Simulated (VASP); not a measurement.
**As: single point with PBE**

Crystal: As.

```
CELL_PARAMETERS angstrom
1.90361 1.09905 3.60816
-1.90361 1.09905 3.60816
0.00000 -2.19810 3.60816
ATOMIC_POSITIONS crystal
As 0.77371 0.77371 0.77371
As 0.22629 0.22629 0.22629
```

* Program: VASP 6.6.1
* Task: single point
* Functional: PBE
* Potentials or basis: VASP PAW PBE potentials, release 64 (As)
* Cutoff: 520 eV
* k mesh: 10 × 10 × 10
* Occupations: methfessel-paxton, width 0.1 eV
* Spin: no spin polarisation

```yaml
Pressure: 0.2 GPa
Largest_force: 0.052 eV/Å
Band_gap_on_the_k_mesh: zero (band 5 reaches 5.04 eV, above the bottom of band 6 at 4.64 eV)
```

Forces on the atoms (eV/Å):
```
As   0.000  0.000 -0.052
As   0.000  0.000  0.052
```

Stress tensor (GPa, compression positive):
```
0.30 0.00 0.00
0.00 0.30 0.00
0.00 0.00 0.12
```

Levels at points of the mesh, in eV from the Fermi level:
| k point | band 2 | band 3 | band 4 | band 5 | band 6 | band 7 | band 8 | band 9 |
| --- | --- | --- | --- | --- | --- | --- | --- | --- |
| (0.00, 0.00, 0.00) | -6.16 | -2.51 | -1.94 | -1.94 | 1.54 | 2.74 | 2.74 | 6.89 |
| (0.50, 0.00, 0.00) | -10.91 | -2.83 | -2.77 | -0.52 | -0.36 | 0.33 | 1.39 | 8.74 |
| (0.50, 0.50, 0.00) | -9.69 | -5.76 | -4.05 | -3.93 | 1.54 | 5.06 | 6.57 | 6.71 |
| (0.50, 0.50, 0.50) | -9.83 | -1.69 | -1.69 | -0.70 | 0.82 | 0.82 | 1.66 | 7.83 |

Run time: 26 s on 1 thread of Intel(R) Xeon(R) Platinum 8488C (Sapphire Rapids) (shared host), peak memory 0.2 GiB.
